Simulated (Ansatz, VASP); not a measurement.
## Two plane-wave programs on Pt

The input INCAR:

```
SYSTEM = Pt
  PREC = Accurate
  ENCUT = 520
  EDIFF = 1E-6
  ISMEAR = -1
  SIGMA = 0.1
  LREAL = .FALSE.
  LASPH = .TRUE.
  NELM = 80
  ALGO = Normal
  ISIF = 2
  LWAVE = .FALSE.
  LCHARG = .FALSE.
  GGA = PE
  NBANDS = 11
```

KPOINTS

```
Automatic mesh
0
G
  17 17 17
  0 0 0
```

File POSCAR:

```
Pt
1.0
    0.0000000000      1.9074232116      1.9074232116
    1.9074232116      0.0000000000      1.9074232116
    1.9074232116      1.9074232116      0.0000000000
Pt
1
Direct
    0.0000000000      0.0000000000      0.0000000000
```

Input for Ansatz:

```yaml
crystal:
  lattice:
    - [0.0, 1.9074232116, 1.9074232116]
    - [1.9074232116, 0.0, 1.9074232116]
    - [1.9074232116, 1.9074232116, 0.0]
  atoms:
    - { symbol: Pt, position: [0.0, 0.0, 0.0] }
kpoints:
  mp_grid: { grid: [17, 17, 17] }
scf:
  occupations: { method: fermi_dirac, width: 0.1 }
hamiltonian:
  xc: pbe
  pseudopotentials: { kind: paw }
output:
  forces: true
  stress: true
  eigenvalues: true
```

Change from the starting cell: volume scaled by 0.886, to set the pressure.

Alike in both runs: task single point; functional PBE; k mesh 17 × 17 × 17; occupations fermi-dirac, width 0.1 eV; no spin polarisation.

```csv
,VASP,Ansatz
version,VASP 6.6.1,Ansatz 0.2.0
potentials or method,"VASP PAW PBE potentials, release 64 (Pt)","PAW with Ansatz's default frozen-core files, scalar-relativistic"
plane-wave cutoff (eV),520,420
valence electrons in the cell,10,18
```

Ansatz gave:

| Property | Result |
| --- | --- |
| pressure (GPa) | 41.4 |

Task: Which values does VASP return?

Result: Pressure (GPa): 40.8.

Both programs put the cell under a high pressure, so it lies far from rest at this level. VASP's potentials hold 10 valence electrons a cell and Ansatz's 18, so a difference there can come from the potentials and not from the codes.

Neither program's run includes spin-orbit coupling.
